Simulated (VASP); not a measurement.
# Sn (Fd-3m) in VASP: single point with PBE

Aim: the single point of Sn with PBE.

Everything below comes from runs of VASP 6.6.1. Logs are shortened: lines on timing, memory, paths and dates and some standing lists are left out, and cuts for length are marked.

### Step 1. The cell of the first run

It takes space group Fd-3m (No. 227, cubic). Conventional cell: a = 6.467 Å, b = 6.467 Å, c = 6.467 Å, α = 90.00°, β = 90.00°, γ = 90.00°. Within 3.7 Å of Sn (site symmetry -43m) lie 4 Sn at 2.80 Å.

This isn't the form of Sn at room conditions, which is tetragonal (white tin).

### Step 2. Single point, PBE

Contents of INCAR:

```
PREC = Accurate
ENCUT = 500
EDIFF = 1E-6
ISMEAR = 1
SIGMA = 0.1
LREAL = F
LASPH = T
NELM = 120
ALGO = Normal
ISIF = 2
LWAVE = F
LCHARG = T
GGA = PE
LELF = T
LVHAR = T
NBANDS = 21
GGA_COMPAT = F
```

Contents of KPOINTS:

```
Automatic mesh
0
Gamma
  8 8 8
```

Contents of POSCAR:

```
Sn
1.0
    0.0000000000      3.2333450000      3.2333450000
    3.2333450000      0.0000000000      3.2333450000
    3.2333450000      3.2333450000      0.0000000000
Sn
2
Direct
    0.5000000000      0.5000000000      0.5000000000
    0.7500000000      0.7500000000      0.7500000000
```

Potentials or basis: VASP PAW PBE potentials, release 64 (Sn_d).

On the command line:

```bash
cat potpaw_PBE.64/Sn_d/POTCAR > POTCAR
mpirun -np 1 vasp_std > vasp.out
```

OUTCAR:

```text
PREC = Accurate
   ENCUT = 500
   EDIFF = 1E-6
   ISMEAR = 1
   LREAL = F
   LASPH = T
   NELM = 120
   ISIF = 2
   GGA = PE

 ion  position               nearest neighbor table
   1  0.500  0.500  0.500-   2 2.80   2 2.80   2 2.80   2 2.80
   2  0.750  0.750  0.750-   1 2.80   1 2.80   1 2.80   1 2.80

  LATTYP: Found a face centered cubic cell.
 ALAT       =     6.4666900000

  Lattice vectors:

 A1 = (   0.0000000000,   3.2333450000,   3.2333450000)
 A2 = (   3.2333450000,   0.0000000000,   3.2333450000)
 A3 = (   3.2333450000,   3.2333450000,   0.0000000000)

Analysis of symmetry for initial positions (statically):
=====================================================================
 Subroutine PRICEL returns:
 Original cell was already a primitive cell.

 Routine SETGRP: Setting up the symmetry group for a
 face centered cubic supercell.

 Subroutine GETGRP returns: Found 48 space group operations
 (whereof 24 operations were pure point group operations)
 out of a pool of 48 trial point group operations.

The static configuration has the point symmetry T_d .
 The point group associated with its full space group is O_h .

Analysis of symmetry for dynamics (positions and initial velocities):
=====================================================================
 Subroutine PRICEL returns:
 Original cell was already a primitive cell.

 Routine SETGRP: Setting up the symmetry group for a
 face centered cubic supercell.

 Subroutine GETGRP returns: Found 48 space group operations
 (whereof 24 operations were pure point group operations)
 out of a pool of 48 trial point group operations.

The dynamic configuration has the point symmetry T_d .
 The point group associated with its full space group is O_h .

 Subroutine INISYM returns: Found 48 space group operations
 (whereof 24 operations are pure point group operations),
 and found     1 'primitive' translations

----------------------------------------------------------------------------------------

                                     Primitive cell

  volume of cell :      67.6061

  direct lattice vectors                    reciprocal lattice vectors
     0.000000000  3.233345000  3.233345000    -0.154638617  0.154638617  0.154638617
     3.233345000  0.000000000  3.233345000     0.154638617 -0.154638617  0.154638617
     3.233345000  3.233345000  0.000000000     0.154638617  0.154638617 -0.154638617

  length of vectors
     4.572640351  4.572640351  4.572640351     0.267841942  0.267841942  0.267841942
[... 79 lines left out ...]
   ENCUT  =  500.0 eV  36.75 Ry    6.06 a.u.   8.34  8.34  8.34*2*pi/ulx,y,z
   NELM   =    120;   NELMIN=  2; NELMDL= -5     # of ELM steps
   EDIFF  = 0.1E-05   stopping-criterion for ELM
   LREAL  =      F    real-space projection
   EDIFFG = 0.1E-04   stopping-criterion for IOM
   NSW    =      0    number of steps for IOM
   IBRION =     -1    ionic relax: 0-MD 1-quasi-New 2-CG
   NFREE  =      0    steps in history (QN), initial steepest desc. (CG)
   ISIF   =      2    stress and relaxation
   ISYM   =      2    0-nonsym 1-usesym 2-fastsym
   POTIM  = 0.5000    time-step for ionic-motion
   TEBEG  =    0.0;   TEEND  =   0.0 temperature during run
   PSTRESS=    0.0 pullay stress
   NELECT =      28.0000    total number of electrons
   NUPDOWN=      -1.0000    fix difference up-down
   EMIN   =  10.00;   EMAX   =-10.00  energy-range for DOS
   EFERMI =   0.00;   METHOD = LEGACY
   ISMEAR =     1;   SIGMA  =   0.10  broadening in eV -4-tet -1-fermi 0-gaus
   EFERMI_NEDOS =   21; number of points for ismear=-14 and -15
   IALGO  =     38    algorithm
   IMIX   =      4    mixing-type and parameters
     AMIX     =   0.40;   BMIX     =  1.00
     AMIX_MAG =   1.60;   BMIX_MAG =  1.00
  volume/ion in A,a.u.               =      33.80       228.11
  Fermi-wavevector in a.u.,A,eV,Ry     =   1.220297  2.306027 20.260765  1.489124
  Thomas-Fermi vector in A             =   2.355519
   LORBIT       =      0    0 simple, 1 ext, 2 COOP (PROOUT), +10 PAW based schemes
   GGA     = PE    functional components
   LHFCALC =     F    Hartree Fock is set to
   AEXX    =    0.0000 exact exchange contribution
   IVDW    =     0    specifies the selected vdW correction
   LEPSILON=     F    determine dielectric tensor
   LRPA    =     F    only Hartree local field effects (RPA)
 non-spin polarized calculation
 Methfessel and Paxton  Order N= 1 SIGMA  =   0.10
  energy-cutoff  :      500.00
  volume of cell :       67.61
 maximum number of plane-waves:      1759
 NGX is ok and might be reduce to    36
   NGX = 17   NGY = 17   NGZ = 17

 number of electron      28.0000008 magnetization

 Free energy of the ion-electron system (eV)
  ---------------------------------------------------
  ext. energy  EPLUGINS =         0.00000000
  ---------------------------------------------------
  free energy    TOTEN  =        -7.61851073 eV

  energy without entropy =       -7.61851925  energy(sigma->0) =       -7.61851357

 E-fermi :   5.7710     XC(G=0):  -8.9206

 val. band max:        5.7709244387   @ k =   0.5000   0.0000   0.0000
 cond. band min:       5.8426818234   @ k =   0.0000   0.0000   0.0000
 fundamental gap:      0.0717573847
 Fermi energy:         5.7710193397

 k-point     1 :       0.0000    0.0000    0.0000
  band No.  band energies     occupation
      1     -15.9490      2.00000
      2     -15.9490      2.00000
      3     -15.9490      2.00000
      4     -15.8879      2.00000
      5     -15.8879      2.00000
      6     -15.5702      2.00000
[... 565 lines left out ...]
     20      14.3321      0.00000
     21      14.8762      0.00000

 [... further k-points ...]

------------------------ aborting loop because EDIFF is reached ----------------------------------------

  FORCE on cell =-STRESS in cart. coord.  units (eV):
  Direction    XX          YY          ZZ          XY          YZ          ZX
  --------------------------------------------------------------------------------------
  -------------------------------------------------------------------------------------
  Total        1.5843342      1.5843342      1.5843342      0.0000000      0.0000000      0.0000000
  in kB       37.5466533     37.5466533     37.5466533      0.0000000      0.0000000      0.0000000
  external PRESSURE =      37.5466533 kB  Pullay stress =       0.0000000 kB

 VOLUME and BASIS-vectors are now :
 -----------------------------------------------------------------------------
  energy-cutoff  :      500.00
  volume of cell :       67.61
      direct lattice vectors                 reciprocal lattice vectors
     0.000000000  3.233345000  3.233345000    -0.154638617  0.154638617  0.154638617
     3.233345000  0.000000000  3.233345000     0.154638617 -0.154638617  0.154638617
     3.233345000  3.233345000  0.000000000     0.154638617  0.154638617 -0.154638617

 POSITION                                       TOTAL-FORCE (eV/Angst)
 -----------------------------------------------------------------------------------
      3.23334      3.23334      3.23334        -0.000000     -0.000000     -0.000000
      4.85002      4.85002      4.85002         0.000000      0.000000      0.000000
 -----------------------------------------------------------------------------------
    total drift:                                0.000000      0.000000      0.000000

  FREE ENERGIE OF THE ION-ELECTRON SYSTEM (eV)
  ---------------------------------------------------
  free  energy   TOTEN  =        -7.6185107340 eV

  energy  without entropy=       -7.6185192519  energy(sigma->0) =       -7.61851357
```

OSZICAR:

```text
N       E                     dE             d eps       ncg     rms          rms(c)
DAV:   1     0.232480258027E+03    0.23248E+03   -0.14612E+04  1233   0.190E+03
DAV:   2     0.181836326360E+02   -0.21430E+03   -0.21004E+03  1223   0.454E+02
DAV:   3    -0.685147610331E+01   -0.25035E+02   -0.24906E+02  1438   0.141E+02
DAV:   4    -0.765556939312E+01   -0.80409E+00   -0.80374E+00  1363   0.286E+01
DAV:   5    -0.768239686448E+01   -0.26827E-01   -0.26827E-01  1757   0.515E+00    0.328E+00
DAV:   6    -0.763745900716E+01    0.44938E-01   -0.28748E-02  1648   0.198E+00    0.193E+00
DAV:   7    -0.761622502033E+01    0.21234E-01   -0.47146E-02  1331   0.224E+00    0.165E-01
DAV:   8    -0.761817278841E+01   -0.19478E-02   -0.63622E-03  1353   0.896E-01    0.459E-02
DAV:   9    -0.761846889655E+01   -0.29611E-03   -0.41359E-04  1360   0.187E-01    0.152E-02
DAV:  10    -0.761850675125E+01   -0.37855E-04   -0.60539E-05  1593   0.513E-02    0.554E-03
DAV:  11    -0.761851121287E+01   -0.44616E-05   -0.72781E-06  1167   0.276E-02    0.159E-03
DAV:  12    -0.761851073402E+01    0.47885E-06   -0.88981E-07  1077   0.136E-02
   1 F= -.76185107E+01 E0= -.76185136E+01  d E =0.851785E-05
```

It took 15 s on 1 thread of Intel Xeon 6975P-C (Granite Rapids), shared host; peak memory 0.2 GiB.

Results:

```yaml
Free_energy: -7.6185 eV
Pressure: 3.8 GPa
Band_gap_on_the_k_mesh: zero (bands 14 and 15 overlap by 0.07 eV)
```

Levels at points of the mesh, in eV from the Fermi level:
| k point | band 12 | band 13 | band 14 | band 15 | band 16 | band 17 |
| --- | --- | --- | --- | --- | --- | --- |
| (0.00, 0.00, 0.00) | -0.58 | 0.07 | 0.07 | 0.07 | 2.15 | 2.15 |
| (0.50, 0.00, 0.00) | -6.35 | -1.15 | -1.15 | 0.00 | 3.22 | 3.22 |
| (0.50, 0.50, 0.00) | -7.56 | -2.51 | -2.51 | 0.80 | 0.80 | 7.78 |

Caveat: the cell stands under pressure; spin-orbit coupling is left out, which moves the levels of the heavy elements.
